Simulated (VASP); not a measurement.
# SnTe (Fm-3m) in VASP: further runs

SnTe is run at these levels: PBE+D3(BJ); tasks: single point.

Program: VASP 6.6.1. These are calculated values, not measurements. Logs are shortened: lines on timing, memory, paths and dates and some standing lists are left out, and cuts for length are marked.

## (1) The cell of the first run

The structure is cubic, space group Fm-3m (No. 225). The conventional cell has a = 6.302 Å, b = 6.302 Å, c = 6.302 Å, α = 90.00°, β = 90.00°, γ = 90.00°. Sn (site symmetry m-3m) has 6 Te at 3.15 Å within 4.1 Å. Within 4.1 Å of Te (site symmetry m-3m) lie 6 Sn at 3.15 Å.

## (2) Single point, PBE+D3(BJ)

Contents of INCAR:

```
SYSTEM = SnTe
PREC = Accurate
ENCUT = 500
EDIFF = 1E-6
ISMEAR = 0
SIGMA = 0.01
LREAL = .False.
LASPH = .True.
NELM = 120
ALGO = Normal
ISIF = 2
LWAVE = .False.
LCHARG = .False.
GGA = PE
IVDW = 12
NBANDS = 17
GGA_COMPAT = .False.
```

Contents of KPOINTS:

```
Automatic mesh
0
Gamma
  5 5 5
  0 0 0
```

Contents of POSCAR:

```
SnTe
1.0
    4.4559750000      0.0000000000      0.0000000000
    2.2279875000      3.8589875486      0.0000000000
    2.2279875000      1.2863291829      3.6382883522
Sn Te
1 1
Direct
    0.0000000000      0.0000000000      0.0000000000
    0.5000000000      0.5000000000      0.5000000000
```

Potentials or basis: VASP PAW PBE potentials, release 64 (Sn_d, Te).

Launch:

```bash
> cat potpaw_PBE.64/Sn_d/POTCAR potpaw_PBE.64/Te/POTCAR > POTCAR
> mpirun -np 1 vasp_std > vasp.out
```

OUTCAR:

```text
SYSTEM = SnTe
   PREC = Accurate
   ENCUT = 500
   EDIFF = 1E-6
   ISMEAR = 0
   LREAL = .False.
   LASPH = .True.
   NELM = 120
   ISIF = 2
   GGA = PE
   IVDW = 12
 IVDW          = 12

 ion  position               nearest neighbor table
   1  0.000  0.000  0.000-   2 3.15   2 3.15   2 3.15   2 3.15   2 3.15   2 3.15
   2  0.500  0.500  0.500-   1 3.15   1 3.15   1 3.15   1 3.15   1 3.15   1 3.15

  LATTYP: Found a face centered cubic cell.
 ALAT       =     6.3017002786

  Lattice vectors:

 A1 = (   4.4559750000,   0.0000000000,   0.0000000000)
 A2 = (   2.2279875000,   3.8589875486,   0.0000000000)
 A3 = (   2.2279875000,   1.2863291829,   3.6382883522)

Analysis of symmetry for initial positions (statically):
=====================================================================
 Subroutine PRICEL returns:
 Original cell was already a primitive cell.

 Routine SETGRP: Setting up the symmetry group for a
 face centered cubic supercell.

 Subroutine GETGRP returns: Found 48 space group operations
[... 9 lines left out ...]

 Routine SETGRP: Setting up the symmetry group for a
 face centered cubic supercell.

 Subroutine GETGRP returns: Found 48 space group operations
[... 11 lines left out ...]
                                     Primitive cell

  volume of cell :      62.5624

  direct lattice vectors                    reciprocal lattice vectors
     4.455975000  0.000000000  0.000000000     0.224417776 -0.129567663 -0.091618173
     2.227987500  3.858987549  0.000000000     0.000000000  0.259135327 -0.091618173
     2.227987500  1.286329183  3.638288352     0.000000000  0.000000000  0.274854520

  length of vectors
     4.455975000  4.455975000  4.455975000     0.274854520  0.274854520  0.274854520

  position of ions in fractional coordinates (direct lattice)
     0.000000000  0.000000000  0.000000000
     0.500000000  0.500000000  0.500000000

  ion indices of the primitive-cell ions
   primitive index   ion index
                 1           1
                 2           2

----------------------------------------------------------------------------------------

 KPOINTS: Automatic mesh

Automatic generation of k-mesh.
 Grid dimensions read from file:
 generate k-points for:    5    5    5

 Generating k-lattice:

  Cartesian coordinates                     Fractional coordinates (reciprocal lattice)
     0.044883555 -0.025913533 -0.018323635     0.200000000  0.000000000 -0.000000000
     0.000000000  0.051827065 -0.018323635     0.000000000  0.200000000  0.000000000
     0.000000000  0.000000000  0.054970904     0.000000000  0.000000000  0.200000000

  Length of vectors
     0.054970904  0.054970904  0.054970904

  Shift w.r.t. Gamma in fractional coordinates (k-lattice)
     0.000000000  0.000000000  0.000000000

 Subroutine IBZKPT returns following result:
 ===========================================

 Found     10 irreducible k-points:

 Following reciprocal coordinates:
            Coordinates               Weight
  0.000000  0.000000  0.000000      1.000000
  0.200000  0.000000 -0.000000      8.000000
  0.400000  0.000000 -0.000000      8.000000
  0.200000  0.200000 -0.000000      6.000000
  0.400000  0.200000  0.000000     24.000000
 -0.400000  0.200000  0.000000     24.000000
 -0.200000  0.200000  0.000000     12.000000
  0.400000  0.400000 -0.000000      6.000000
 -0.400000  0.400000  0.000000     12.000000
 -0.400000  0.400000  0.200000     24.000000
   k-points           NKPTS =     10   k-points in BZ     NKDIM =     10   number of bands    NBANDS=     17
   number of dos      NEDOS =    301   number of ions     NIONS =      2
   total plane-waves  NPLWV =  32768
   dimension x,y,z NGX =    32 NGY =   32 NGZ =   32
   dimension x,y,z NGXF=    64 NGYF=   64 NGZF=   64
   ions per type =               1   1
   NGX,Y,Z   is equivalent  to a cutoff of  11.94, 11.94, 11.94 a.u.
   NGXF,Y,Z  is equivalent  to a cutoff of  23.88, 23.88, 23.88 a.u.
 SYSTEM =  SnTe
   PREC   = accura    normal or accurate (medium, high low for compatibility)
   ISTART =      0    job   : 0-new  1-cont  2-samecut
   ICHARG =      2    charge: 1-file 2-atom 10-const
   ISPIN  =      1    spin polarized calculation?
   LNONCOLLINEAR =      F non collinear calculations
   LSORBIT =      F    spin-orbit coupling
   LASPH  =      T    aspherical Exc in radial PAW
   ENCUT  =  500.0 eV  36.75 Ry    6.06 a.u.   8.12  8.12  8.12*2*pi/ulx,y,z
   NELM   =    120;   NELMIN=  2; NELMDL= -5     # of ELM steps
   EDIFF  = 0.1E-05   stopping-criterion for ELM
   LREAL  =      F    real-space projection
   EDIFFG = 0.1E-04   stopping-criterion for IOM
   NSW    =      0    number of steps for IOM
   IBRION =     -1    ionic relax: 0-MD 1-quasi-New 2-CG
   NFREE  =      0    steps in history (QN), initial steepest desc. (CG)
   ISIF   =      2    stress and relaxation
   ISYM   =      2    0-nonsym 1-usesym 2-fastsym
   POTIM  = 0.5000    time-step for ionic-motion
   TEBEG  =    0.0;   TEEND  =   0.0 temperature during run
   PSTRESS=    0.0 pullay stress
   NELECT =      20.0000    total number of electrons
   NUPDOWN=      -1.0000    fix difference up-down
   EMIN   =  10.00;   EMAX   =-10.00  energy-range for DOS
   EFERMI =   0.00;   METHOD = LEGACY
   ISMEAR =     0;   SIGMA  =   0.01  broadening in eV -4-tet -1-fermi 0-gaus
   EFERMI_NEDOS =   21; number of points for ismear=-14 and -15
   IALGO  =     38    algorithm
   IMIX   =      4    mixing-type and parameters
     AMIX     =   0.40;   BMIX     =  1.00
     AMIX_MAG =   1.60;   BMIX_MAG =  1.00
  volume/ion in A,a.u.               =      31.28       211.10
  Fermi-wavevector in a.u.,A,eV,Ry     =   1.119387  2.115335 17.048483  1.253028
  Thomas-Fermi vector in A             =   2.256026
   LORBIT       =      0    0 simple, 1 ext, 2 COOP (PROOUT), +10 PAW based schemes
   GGA     = PE    functional components
   LHFCALC =     F    Hartree Fock is set to
   AEXX    =    0.0000 exact exchange contribution
   IVDW    =    12    specifies the selected vdW correction
   LEPSILON=     F    determine dielectric tensor
   LRPA    =     F    only Hartree local field effects (RPA)
 non-spin polarized calculation
 Gauss-broadening in eV      SIGMA  =   0.01
  energy-cutoff  :      500.00
  volume of cell :       62.56
 maximum number of plane-waves:      1639
   NGX = 17   NGY = 17   NGZ = 17

 number of electron      20.0000011 magnetization

 Free energy of the ion-electron system (eV)
  ---------------------------------------------------
  ext. energy  EPLUGINS =         0.00000000
  ---------------------------------------------------
  free energy    TOTEN  =        -7.54752018 eV

  energy without entropy =       -7.54752018  energy(sigma->0) =       -7.54752018

 E-fermi :   6.7002     XC(G=0):  -9.5008

 val. band max:        6.6138808506   @ k =  -0.2000   0.2000   0.0000
 cond. band min:       7.5327211807   @ k =   0.4000   0.0000  -0.0000
 fundamental gap:      0.9188403301
 Fermi energy:         6.7002439177

 k-point     1 :       0.0000    0.0000    0.0000
  band No.  band energies     occupation
      1     -14.9584      2.00000
      2     -14.9584      2.00000
      3     -14.9520      2.00000
      4     -14.9520      2.00000
      5     -14.9520      2.00000
      6      -5.8540      2.00000
      7       2.2724      2.00000
      8       4.8067      2.00000
      9       4.8067      2.00000
     10       4.8067      2.00000
     11      10.3028      0.00000
     12      10.3028      0.00000
     13      10.3028      0.00000
     14      11.7033      0.00000
     15      11.7033      0.00000
     16      11.7033      0.00000
     17      13.7754      0.00000

 k-point     2 :       0.2000    0.0000   -0.0000
  band No.  band energies     occupation
      1     -14.9600      2.00000
      2     -14.9600      2.00000
      3     -14.9514      2.00000
      4     -14.9498      2.00000
      5     -14.9498      2.00000
      6      -5.5248      2.00000
      7       0.8028      2.00000
      8       4.8711      2.00000
      9       4.8711      2.00000
     10       5.7471      2.00000
     11       8.9537      0.00000
     12       8.9537      0.00000
     13       9.0122      0.00000
     14      11.8072      0.00000
     15      12.4947      0.00000
     16      12.4947      0.00000
     17      15.8944      0.00000

 k-point     3 :       0.4000    0.0000   -0.0000
  band No.  band energies     occupation
      1     -14.9630      2.00000
      2     -14.9630      2.00000
      3     -14.9505      2.00000
      4     -14.9458      2.00000
      5     -14.9458      2.00000
      6      -4.7643      2.00000
      7      -1.0451      2.00000
      8       5.0826      2.00000
      9       5.0826      2.00000
     10       6.6014      2.00000
     11       7.5327      0.00000
     12       7.5431      0.00000
     13       7.5431      0.00000
     14      13.6263      0.00000
     15      14.6159      0.00000
     16      14.6159      0.00000
     17      16.9238      0.00000

 k-point     4 :       0.2000    0.2000   -0.0000
  band No.  band energies     occupation
      1     -14.9638      2.00000
      2     -14.9568      2.00000
      3     -14.9533      2.00000
      4     -14.9484      2.00000
      5     -14.9484      2.00000
      6      -5.4185      2.00000
      7       0.9115      2.00000
      8       4.1438      2.00000
      9       4.1438      2.00000
     10       5.8456      2.00000
     11       8.1075      0.00000
     12      10.2997      0.00000
     13      10.5987      0.00000
     14      10.5987      0.00000
     15      13.6614      0.00000
     16      13.6614      0.00000
     17      14.2621      0.00000

 k-point     5 :       0.4000    0.2000    0.0000
  band No.  band energies     occupation
      1     -14.9674      2.00000
      2     -14.9582      2.00000
      3     -14.9524      2.00000
      4     -14.9459      2.00000
      5     -14.9447      2.00000
      6      -4.7952      2.00000
      7      -0.3432      2.00000
      8       3.7884      2.00000
      9       3.9740      2.00000
     10       4.6904      2.00000
     11       9.2279      0.00000
     12       9.6850      0.00000
     13      10.0374      0.00000
     14      10.9066      0.00000
     15      15.3617      0.00000
     16      15.6435      0.00000
     17      16.5867      0.00000

 k-point     6 :      -0.4000    0.2000    0.0000
  band No.  band energies     occupation
      1     -14.9661      2.00000
      2     -14.9614      2.00000
      3     -14.9491      2.00000
      4     -14.9463      2.00000
      5     -14.9446      2.00000
      6      -4.4331      2.00000
      7      -1.0496      2.00000
      8       3.0354      2.00000
      9       4.5107      2.00000
     10       5.3782      2.00000
     11       8.3226      0.00000
     12       8.5302      0.00000
     13      10.6304      0.00000
     14      13.2023      0.00000
     15      13.9914      0.00000
     16      14.5755      0.00000
     17      17.4176      0.00000

 k-point     7 :      -0.2000    0.2000    0.0000
  band No.  band energies     occupation
      1     -14.9622      2.00000
      2     -14.9615      2.00000
      3     -14.9504      2.00000
      4     -14.9481      2.00000
      5     -14.9468      2.00000
      6      -5.0377      2.00000
      7      -0.1609      2.00000
      8       3.3981      2.00000
      9       5.3023      2.00000
     10       6.6139      2.00000
     11       7.5366      0.00000
     12       7.6401      0.00000
     13      10.6671      0.00000
     14      12.2817      0.00000
     15      12.7447      0.00000
     16      15.0456      0.00000
     17      15.4610      0.00000

 k-point     8 :       0.4000    0.4000   -0.0000
  band No.  band energies     occupation
      1     -14.9739      2.00000
      2     -14.9554      2.00000
      3     -14.9542      2.00000
      4     -14.9423      2.00000
      5     -14.9423      2.00000
      6      -4.4789      2.00000
      7       0.2697      2.00000
      8       2.2457      2.00000
      9       3.3269      2.00000
     10       3.3269      2.00000
     11       9.2576      0.00000
     12      11.6294      0.00000
     13      11.6294      0.00000
     14      12.1993      0.00000
     15      15.5113      0.00000
     16      16.5985      0.00000
     17      17.5291      0.00000

 k-point     9 :      -0.4000    0.4000    0.0000
  band No.  band energies     occupation
      1     -14.9728      2.00000
      2     -14.9562      2.00000
      3     -14.9532      2.00000
      4     -14.9430      2.00000
      5     -14.9421      2.00000
      6      -4.2319      2.00000
      7      -0.2413      2.00000
      8       1.6288      2.00000
      9       3.5266      2.00000
     10       3.9428      2.00000
     11       9.9946      0.00000
     12      10.4866      0.00000
     13      11.0475      0.00000
     14      12.7799      0.00000
     15      15.5368      0.00000
     16      15.8680      0.00000
     17      17.7542      0.00000

 k-point    10 :      -0.4000    0.4000    0.2000
  band No.  band energies     occupation
      1     -14.9696      2.00000
      2     -14.9586      2.00000
      3     -14.9507      2.00000
      4     -14.9463      2.00000
      5     -14.9423      2.00000
      6      -4.3203      2.00000
      7      -0.5396      2.00000
      8       2.5295      2.00000
      9       2.6141      2.00000
     10       5.7183      2.00000
     11       8.1053      0.00000
     12      10.9163      0.00000
     13      11.3673      0.00000
     14      12.3779      0.00000
     15      13.7830      0.00000
     16      16.5670      0.00000
     17      16.6152      0.00000

------------------------ aborting loop because EDIFF is reached ----------------------------------------

 Edisp (eV)   -0.80183

 E8    (eV) :    -0.3779

  FORCE on cell =-STRESS in cart. coord.  units (eV):
  Direction    XX          YY          ZZ          XY          YZ          ZX
  --------------------------------------------------------------------------------------
  -------------------------------------------------------------------------------------
  Total       0.01458     0.01458     0.01458    -0.00000     0.00000    -0.00000
  in kB       0.37329     0.37329     0.37329    -0.00000     0.00000    -0.00000
  external pressure =        0.37 kB  Pullay stress =        0.00 kB

 VOLUME and BASIS-vectors are now :
 -----------------------------------------------------------------------------
  energy-cutoff  :      500.00
  volume of cell :       62.56
      direct lattice vectors                 reciprocal lattice vectors
     4.455975000  0.000000000  0.000000000     0.224417776 -0.129567663 -0.091618173
     2.227987500  3.858987549  0.000000000     0.000000000  0.259135327 -0.091618173
     2.227987500  1.286329183  3.638288352     0.000000000  0.000000000  0.274854520

 POSITION                                       TOTAL-FORCE (eV/Angst)
 -----------------------------------------------------------------------------------
      0.00000      0.00000      0.00000         0.000000      0.000000      0.000000
      4.45597      2.57266      1.81914        -0.000000     -0.000000      0.000000
 -----------------------------------------------------------------------------------
    total drift:                               -0.000000      0.000000      0.000000

  FREE ENERGIE OF THE ION-ELECTRON SYSTEM (eV)
  ---------------------------------------------------
  free  energy   TOTEN  =        -8.3493533669 eV

  energy  without entropy=       -8.3493533669  energy(sigma->0) =       -8.34935337
```

It took 5.8 s on 1 thread of Intel Xeon 6975P-C (Granite Rapids), shared host; peak memory 0.18 GiB.

What came out:

- Free energy: -8.3494 eV
- Pressure: 0.0 GPa
- Dispersion energy per atom: -0.401 eV

Caveat: this odd mesh misses L, where the gap lies, so gap, dielectric constants and Born charges aren't listed; spin-orbit coupling is left out, which moves the levels of the heavy elements.

## (3) Single point, PBE+D3(BJ), non-collinear spin, zero start, spin-orbit coupling

Contents of INCAR:

```
PREC = Accurate
ENCUT = 500
EDIFF = 1E-6
ISMEAR = 0
SIGMA = 0.01
LREAL = F
LASPH = T
NELM = 200
ALGO = Normal
ISIF = 2
LWAVE = F
LCHARG = F
MAGMOM = 0 0 0 0 0 0
LORBIT = 11
LSORBIT = T
GGA_COMPAT = F
LORBMOM = T
GGA = PE
IVDW = 12
NBANDS = 32
```

Contents of KPOINTS:

```
regular mesh
0
Gamma
  5 5 5
```

POSCAR is that of step 2.

Potentials or basis: VASP PAW PBE potentials, release 64 (Sn_d, Te).

Launch:

```bash
> cat potpaw_PBE.64/Sn_d/POTCAR potpaw_PBE.64/Te/POTCAR > POTCAR
> mpirun -np 1 vasp_ncl > vasp.out
```

It took 24 s on 1 thread of Intel Xeon 6975P-C (Granite Rapids), shared host; peak memory 0.31 GiB.

Results (log left out):

```yaml
Free_energy: -8.4928 eV
Pressure: 0.1 GPa
Net_moment: 0.00 μB per cell
Valence_electrons_inside_the_program's_atomic_spheres: Sn 12.09; Te 3.38
Dispersion_energy_per_atom: -0.401 eV
```

Moments on the atoms (μB; x, y, z):
```
Sn  0.00 0.00 0.00
Te  0.00 0.00 0.00
```

Caveat: this odd mesh misses L, where the gap lies, so gap, dielectric constants and Born charges aren't listed.
